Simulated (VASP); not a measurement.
Crystal: GePt.

```
Ge Pt
1.0
     5.71900    0.00000    0.00000
     0.00000    3.69700    0.00000
     0.00000    0.00000    6.08400
Ge Pt
4 4
Direct
  0.18500 0.25000 0.59000
  0.31500 0.75000 0.09000
  0.68500 0.25000 0.91000
  0.81500 0.75000 0.41000
  0.99950 0.25000 0.19080
  0.50050 0.75000 0.69080
  0.49950 0.25000 0.30920
  0.00050 0.75000 0.80920
```

| Item | Value |
| --- | --- |
| Program | VASP 6.6.1 |
| Task | relaxation of cell and atoms |
| Functional | PBE |
| Potentials or basis | VASP PAW PBE potentials, release 64 (Ge_d, Pt) |
| Cutoff | 600 eV |
| k mesh | 4 × 6 × 4 |
| Occupations | gaussian, width 0.05 eV |
| Spin | no spin polarisation |

At the start: pressure 8.3 GPa; volume 16.08 Å³/atom.

How do energy, volume and symmetry change on relaxing?

Over 8 steps the energy falls by 19.3 meV/atom and the volume is 16.85 Å³/atom (+4.8 %); space group Pnma (No. 62, to 0.05 Å).

The path:
| step | energy change (eV) | largest force (eV/Å) | pressure (GPa) | volume (Å³) |
| --- | --- | --- | --- | --- |
| 1 | 0.0000 | 0.1353 | 8.31 | 128.63 |
| 2 | 0.1761 | 0.2598 | -9.53 | 144.80 |
| 3 | -0.1513 | 0.0769 | -0.17 | 134.81 |
| 4 | -0.1513 | 0.0767 | 0.00 | 134.69 |
| 5 | -0.1531 | 0.0514 | 0.03 | 134.72 |
| 6 | -0.1539 | 0.0343 | 0.05 | 134.76 |
| 7 | -0.1540 | 0.0306 | 0.01 | 134.77 |
| 8 | -0.1546 | 0.0144 | 0.05 | 134.82 |

Final structure:
```
CELL_PARAMETERS angstrom
5.82454 0.00000 0.00000
0.00000 3.75772 0.00000
0.00000 0.00000 6.15962
ATOMIC_POSITIONS crystal
Ge 0.18502 0.25000 0.58836
Ge 0.31498 0.75000 0.08836
Ge 0.68502 0.25000 0.91164
Ge 0.81498 0.75000 0.41164
Pt 0.99880 0.25000 0.19185
Pt 0.50120 0.75000 0.69185
Pt 0.49880 0.25000 0.30815
Pt 0.00120 0.75000 0.80815
```
